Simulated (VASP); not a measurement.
# YNb2As3 (P6/mmm) in VASP: notebook

YNb2As3 is run at these levels: PBE; tasks: single point.

Program: VASP 6.6.1. These are calculated values, not measurements. Logs are shortened: lines on timing, memory, paths and dates and some standing lists are left out, and cuts for length are marked.

**1. The cell of the first run**

It takes space group P6/mmm (No. 191, hexagonal). The conventional cell has a = 6.284 Å, b = 6.284 Å, c = 3.681 Å, α = 90.00°, β = 90.00°, γ = 120.00°. Within 4.8 Å of Y (site symmetry 6/mmm) lie 6 Nb at 3.63 Å and 12 As at 3.64 Å and 2 Y at 3.68 Å. Within 3.4 Å of Nb (site symmetry -6m2) lie 6 As at 2.58 Å. Within 3.4 Å of As (site symmetry mmm) lie 4 Nb at 2.58 Å and 4 As at 3.14 Å.

The cell was generated, and may not be a known phase.

**2. Single point, PBE**

Input file INCAR:

```
PREC = Accurate ; ENCUT = 500
EDIFF = 1E-6 ; ISMEAR = 0
SIGMA = 0.1 ; LREAL = False
LASPH = True ; NELM = 120
ALGO = Normal ; ISIF = 2
LWAVE = False ; LCHARG = False
GGA = PE ; NBANDS = 35
GGA_COMPAT = False
```

Input file KPOINTS:

```
Automatic mesh
0
Gamma
  3 3 6
```

Input file POSCAR:

```
YNb2As3
1.0
    6.2835744400      0.0000000000      0.0000000000
   -3.1417872200      5.4417350900      0.0000000000
    0.0000000000      0.0000000000      3.6812642900
Y Nb As
1 2 3
Direct
    0.0000000000      0.0000000000      0.5000000000
    0.6666666700      0.3333333300      0.5000000000
    0.3333333300      0.6666666700      0.5000000000
    0.0000000000      0.5000000000      0.0000000000
    0.5000000000      0.5000000000      0.0000000000
    0.5000000000      0.0000000000      0.0000000000
```

Potentials or basis: VASP PAW PBE potentials, release 64 (Y_sv, Nb_sv, As).

Started as:

```bash
$ cat potpaw_PBE.64/Y_sv/POTCAR potpaw_PBE.64/Nb_sv/POTCAR potpaw_PBE.64/As/POTCAR > POTCAR
$ mpirun -np 1 vasp_std > vasp.out
```

OUTCAR:

```text
PREC = Accurate
   ENCUT = 500
   EDIFF = 1E-6
   ISMEAR = 0
   LREAL = False
   LASPH = True
   NELM = 120
   ISIF = 2
   GGA = PE

 ion  position               nearest neighbor table
   1  0.000  0.000  0.500-   2 3.63   3 3.63   3 3.63   2 3.63   2 3.63   3 3.63
   2  0.667  0.333  0.500-   6 2.58   6 2.58   4 2.58   4 2.58   5 2.58   5 2.58   1 3.63   1 3.63
                             1 3.63
   3  0.333  0.667  0.500-   6 2.58   6 2.58   4 2.58   4 2.58   5 2.58   5 2.58   1 3.63   1 3.63
                             1 3.63
   4  0.000  0.500  0.000-   2 2.58   3 2.58   2 2.58   3 2.58
   5  0.500  0.500  0.000-   2 2.58   3 2.58   2 2.58   3 2.58
   6  0.500  0.000  0.000-   2 2.58   3 2.58   2 2.58   3 2.58

  LATTYP: Found a hexagonal cell.
 ALAT       =     6.2835744400
 C/A-ratio  =     0.5858551252

  Lattice vectors:

 A1 = (   6.2835744400,   0.0000000000,   0.0000000000)
 A2 = (  -3.1417872200,   5.4417350900,   0.0000000000)
 A3 = (   0.0000000000,   0.0000000000,   3.6812642900)

Analysis of symmetry for initial positions (statically):
=====================================================================
 Subroutine PRICEL returns:
 Original cell was already a primitive cell.

 Routine SETGRP: Setting up the symmetry group for a
 hexagonal supercell.

 Subroutine GETGRP returns: Found 24 space group operations
 (whereof 24 operations were pure point group operations)
 out of a pool of 24 trial point group operations.

The static configuration has the point symmetry D_6h.

Analysis of symmetry for dynamics (positions and initial velocities):
=====================================================================
 Subroutine PRICEL returns:
 Original cell was already a primitive cell.

 Routine SETGRP: Setting up the symmetry group for a
 hexagonal supercell.

 Subroutine GETGRP returns: Found 24 space group operations
 (whereof 24 operations were pure point group operations)
 out of a pool of 24 trial point group operations.

The dynamic configuration has the point symmetry D_6h.

 Subroutine INISYM returns: Found 24 space group operations
 (whereof 24 operations are pure point group operations),
 and found     1 'primitive' translations

----------------------------------------------------------------------------------------

                                     Primitive cell

  volume of cell :     125.8755

  direct lattice vectors                    reciprocal lattice vectors
     6.283574440  0.000000000  0.000000000     0.159145087  0.091882459  0.000000000
    -3.141787220  5.441735090  0.000000000     0.000000000  0.183764918  0.000000000
     0.000000000  0.000000000  3.681264290     0.000000000  0.000000000  0.271645805

  length of vectors
     6.283574440  6.283574439  3.681264290     0.183764917  0.183764918  0.271645805

  position of ions in fractional coordinates (direct lattice)
     0.000000000  0.000000000  0.500000000
     0.666666670  0.333333330  0.500000000
     0.333333330  0.666666670  0.500000000
     0.000000000  0.500000000  0.000000000
     0.500000000  0.500000000  0.000000000
     0.500000000  0.000000000  0.000000000

  ion indices of the primitive-cell ions
   primitive index   ion index
                 1           1
                 2           2
                 3           3
                 4           4
                 5           5
                 6           6

----------------------------------------------------------------------------------------

 KPOINTS: Automatic mesh

Automatic generation of k-mesh.
 Grid dimensions read from file:
 generate k-points for:    3    3    6

 Generating k-lattice:

  Cartesian coordinates                     Fractional coordinates (reciprocal lattice)
     0.053048362  0.030627486  0.000000000     0.333333333  0.000000000  0.000000000
     0.000000000  0.061254973  0.000000000     0.000000000  0.333333333  0.000000000
     0.000000000  0.000000000  0.045274301     0.000000000  0.000000000  0.166666667

  Length of vectors
     0.061254972  0.061254973  0.045274301

  Shift w.r.t. Gamma in fractional coordinates (k-lattice)
     0.000000000  0.000000000  0.000000000

 Subroutine IBZKPT returns following result:
 ===========================================

 Found     12 irreducible k-points:

 Following reciprocal coordinates:
            Coordinates               Weight
  0.000000  0.000000  0.000000      1.000000
  0.333333  0.000000  0.000000      6.000000
  0.333333  0.333333  0.000000      2.000000
  0.000000  0.000000  0.166667      2.000000
  0.333333  0.000000  0.166667     12.000000
  0.333333  0.333333  0.166667      4.000000
  0.000000  0.000000  0.333333      2.000000
  0.333333  0.000000  0.333333     12.000000
  0.333333  0.333333  0.333333      4.000000
  0.000000  0.000000  0.500000      1.000000
  0.333333  0.000000  0.500000      6.000000
  0.333333  0.333333  0.500000      2.000000
   k-points           NKPTS =     12   k-points in BZ     NKDIM =     12   number of bands    NBANDS=     35
   number of dos      NEDOS =    301   number of ions     NIONS =      6
   total plane-waves  NPLWV =  64512
   dimension x,y,z NGX =    48 NGY =   48 NGZ =   28
   dimension x,y,z NGXF=    96 NGYF=   96 NGZF=   56
   ions per type =               1   2   3
   NGX,Y,Z   is equivalent  to a cutoff of  12.70, 12.70, 12.64 a.u.
   NGXF,Y,Z  is equivalent  to a cutoff of  25.40, 25.40, 25.29 a.u.
 SYSTEM =  unknown system
   PREC   = accura    normal or accurate (medium, high low for compatibility)
   ISTART =      0    job   : 0-new  1-cont  2-samecut
   ICHARG =      2    charge: 1-file 2-atom 10-const
   ISPIN  =      1    spin polarized calculation?
   LNONCOLLINEAR =      F non collinear calculations
   LSORBIT =      F    spin-orbit coupling
   LASPH  =      T    aspherical Exc in radial PAW
   ENCUT  =  500.0 eV  36.75 Ry    6.06 a.u.  11.46 11.46  6.71*2*pi/ulx,y,z
   NELM   =    120;   NELMIN=  2; NELMDL= -5     # of ELM steps
   EDIFF  = 0.1E-05   stopping-criterion for ELM
   LREAL  =      F    real-space projection
   EDIFFG = 0.1E-04   stopping-criterion for IOM
   NSW    =      0    number of steps for IOM
   IBRION =     -1    ionic relax: 0-MD 1-quasi-New 2-CG
   NFREE  =      0    steps in history (QN), initial steepest desc. (CG)
   ISIF   =      2    stress and relaxation
   ISYM   =      2    0-nonsym 1-usesym 2-fastsym
   POTIM  = 0.5000    time-step for ionic-motion
   TEBEG  =    0.0;   TEEND  =   0.0 temperature during run
   PSTRESS=    0.0 pullay stress
   NELECT =      52.0000    total number of electrons
   NUPDOWN=      -1.0000    fix difference up-down
   EMIN   =  10.00;   EMAX   =-10.00  energy-range for DOS
   EFERMI =   0.00;   METHOD = LEGACY
   ISMEAR =     0;   SIGMA  =   0.10  broadening in eV -4-tet -1-fermi 0-gaus
   EFERMI_NEDOS =   21; number of points for ismear=-14 and -15
   IALGO  =     38    algorithm
   IMIX   =      4    mixing-type and parameters
     AMIX     =   0.40;   BMIX     =  1.00
     AMIX_MAG =   1.60;   BMIX_MAG =  1.00
  volume/ion in A,a.u.               =      20.98       141.57
  Fermi-wavevector in a.u.,A,eV,Ry     =   1.219258  2.304063 20.226281  1.486590
  Thomas-Fermi vector in A             =   2.354516
   LORBIT       =      0    0 simple, 1 ext, 2 COOP (PROOUT), +10 PAW based schemes
   GGA     = PE    functional components
   LHFCALC =     F    Hartree Fock is set to
   AEXX    =    0.0000 exact exchange contribution
   IVDW    =     0    specifies the selected vdW correction
   LEPSILON=     F    determine dielectric tensor
   LRPA    =     F    only Hartree local field effects (RPA)
 non-spin polarized calculation
 Gauss-broadening in eV      SIGMA  =   0.10
  energy-cutoff  :      500.00
  volume of cell :      125.88
 maximum number of plane-waves:      3230
 NGX is ok and might be reduce to    48
   NGX = 23   NGY = 23   NGZ = 13

 number of electron      52.0000000 magnetization

 Free energy of the ion-electron system (eV)
  ---------------------------------------------------
  ext. energy  EPLUGINS =         0.00000000
  ---------------------------------------------------
  free energy    TOTEN  =       -42.13208362 eV

  energy without entropy =      -42.07781225  energy(sigma->0) =      -42.10494794

 E-fermi :   7.4794     XC(G=0): -10.8008

 val. band max:        7.4520784718   @ k =   0.3333   0.0000   0.1667
 cond. band min:       7.4944556359   @ k =   0.3333   0.0000   0.0000
 fundamental gap:      0.0423771642
 Fermi energy:         7.4793836720

 k-point     1 :       0.0000    0.0000    0.0000
  band No.  band energies     occupation
      1     -48.0307      2.00000
      2     -48.0217      2.00000
      3     -35.9166      2.00000
      4     -24.2556      2.00000
      5     -24.2218      2.00000
      6     -24.1615      2.00000
[... 27 lines left out ...]
     34       9.8867      0.00000
     35      10.3790      0.00000

 k-point     2 :       0.3333    0.0000    0.0000
  band No.  band energies     occupation
      1     -48.0288      2.00000
      2     -48.0236      2.00000
      3     -35.9167      2.00000
      4     -24.2484      2.00000
      5     -24.2289      2.00000
      6     -24.1659      2.00000
[... 27 lines left out ...]
     34      10.5407      0.00000
     35      10.6561      0.00000

 k-point     3 :       0.3333    0.3333    0.0000
  band No.  band energies     occupation
      1     -48.0262      2.00000
      2     -48.0262      2.00000
      3     -35.9167      2.00000
      4     -24.2387      2.00000
      5     -24.2387      2.00000
      6     -24.1693      2.00000
[... 27 lines left out ...]
     34       9.7518      0.00000
     35      10.5486      0.00000
[... 267 lines left out ...]
 k-point    11 :       0.3333    0.0000    0.5000
  band No.  band energies     occupation
      1     -48.0229      2.00000
      2     -48.0171      2.00000
      3     -35.9020      2.00000
      4     -24.3786      2.00000
      5     -24.3571      2.00000
      6     -24.1460      2.00000
[... 27 lines left out ...]
     34       9.9387      0.00000
     35      10.4065      0.00000

 k-point    12 :       0.3333    0.3333    0.5000
  band No.  band energies     occupation
      1     -48.0200      2.00000
      2     -48.0200      2.00000
      3     -35.9020      2.00000
      4     -24.3679      2.00000
      5     -24.3679      2.00000
      6     -24.1489      2.00000
[... 27 lines left out ...]
     34       9.5491      0.00000
     35       9.7079      0.00000

------------------------ aborting loop because EDIFF is reached ----------------------------------------

  FORCE on cell =-STRESS in cart. coord.  units (eV):
  Direction    XX          YY          ZZ          XY          YZ          ZX
  --------------------------------------------------------------------------------------
  -------------------------------------------------------------------------------------
  Total        1.6596444      1.6596444      1.6740031      0.0000000     -0.0000000      0.0000000
  in kB       21.1244045     21.1244045     21.3071652      0.0000000     -0.0000000      0.0000000
  external PRESSURE =      21.1853247 kB  Pullay stress =       0.0000000 kB

 VOLUME and BASIS-vectors are now :
 -----------------------------------------------------------------------------
  energy-cutoff  :      500.00
  volume of cell :      125.88
      direct lattice vectors                 reciprocal lattice vectors
     6.283574440  0.000000000  0.000000000     0.159145087  0.091882459  0.000000000
    -3.141787220  5.441735090  0.000000000     0.000000000  0.183764918  0.000000000
     0.000000000  0.000000000  3.681264290     0.000000000  0.000000000  0.271645805

 POSITION                                       TOTAL-FORCE (eV/Angst)
 -----------------------------------------------------------------------------------
      0.00000      0.00000      1.84063        -0.000000      0.000000      0.000000
      3.14179      1.81391      1.84063        -0.000000      0.000000      0.000000
     -0.00000      3.62782      1.84063         0.000000     -0.000000      0.000000
     -1.57089      2.72087      0.00000        -0.000000      0.000000      0.000000
      1.57089      2.72087      0.00000        -0.000000      0.000000      0.000000
      3.14179      0.00000      0.00000         0.000000      0.000000      0.000000
 -----------------------------------------------------------------------------------
    total drift:                               -0.000000      0.000000      0.000000

  FREE ENERGIE OF THE ION-ELECTRON SYSTEM (eV)
  ---------------------------------------------------
  free  energy   TOTEN  =       -42.1320836231 eV

  energy  without entropy=      -42.0778122491  energy(sigma->0) =      -42.10494794
```

It took 1.8 min on 1 thread of Intel Xeon 8259CL, shared host; peak memory 0.28 GiB.

What came out:

| Property | Result |
| --- | --- |
| Free energy | -42.1321 eV |
| Pressure | 2.1 GPa |
| Band gap on the k mesh | zero (bands 26 and 27 overlap by 0.97 eV) |

Caveat: the k points lie up to 0.38 Å⁻¹ apart, too coarse for converged energies and pressures of a metal.

**3. Single point, PBE, collinear spin**

Input file INCAR:

```
PREC = Accurate
ENCUT = 500
EDIFF = 1E-6
ISMEAR = 0
SIGMA = 0.1
LREAL = False
LASPH = True
NELM = 200
ALGO = Normal
ISIF = 2
LWAVE = False
LCHARG = True
ISPIN = 2
MAGMOM = 0 1 1 0 0 0
LORBIT = 11
LMAXMIX = 4
GGA = PE
LELF = True
LVHAR = True
NBANDS = 39
GGA_COMPAT = False
```

Input file KPOINTS:

```
regular mesh
0
Gamma
  3 3 6
```

POSCAR is that of step 2.

Potentials or basis: VASP PAW PBE potentials, release 64 (Y_sv, Nb_sv, As).

Started as:

```bash
$ cat potpaw_PBE.64/Y_sv/POTCAR potpaw_PBE.64/Nb_sv/POTCAR potpaw_PBE.64/As/POTCAR > POTCAR
$ mpirun -np 1 vasp_std > vasp.out
```

It took 6 min on 1 thread of Intel Xeon 8259CL, shared host; peak memory 0.34 GiB.

It converged, with:

| Item | Value |
| --- | --- |
| Free energy | -42.1674 eV |
| Pressure | 2.2 GPa |
| Net moment | 1.24 μB per cell |
| Site moments | Y +0.38; Nb +0.22; As -0.01 μB |
| Valence electrons inside the program's atomic spheres | Y 9.21; Nb 10.72; As 2.85 |

Stress tensor (GPa, compression positive):
```
1.93 0.00 0.00
0.00 1.93 0.00
0.00 0.00 2.59
```

Levels at points of the mesh, in eV from the Fermi level:
Spin up:
```tsv
k point	band 24	band 25	band 26	band 27	band 28	band 29	band 30	band 31
(0.00, 0.00, 0.00)	-0.65	-0.65	-0.50	-0.50	-0.47	-0.47	0.76	1.23
(0.00, 0.00, 0.50)	-1.14	-1.14	0.31	0.34	0.34	1.05	1.49	1.61
```
Spin down:
```csv
k point,band 22,band 23,band 24,band 25,band 26,band 27,band 28,band 29
"(0.00, 0.00, 0.00)",-1.43,-0.50,-0.42,-0.42,-0.38,-0.38,-0.36,-0.36
"(0.00, 0.00, 0.50)",-1.02,-1.02,-1.01,-1.01,0.50,0.60,0.60,1.25
```

Caveat: the k points lie up to 0.38 Å⁻¹ apart; a moment this small can come from the mesh or the smearing.

The gap in the log of VASP goes by the Fermi energy; the results here count the filled bands.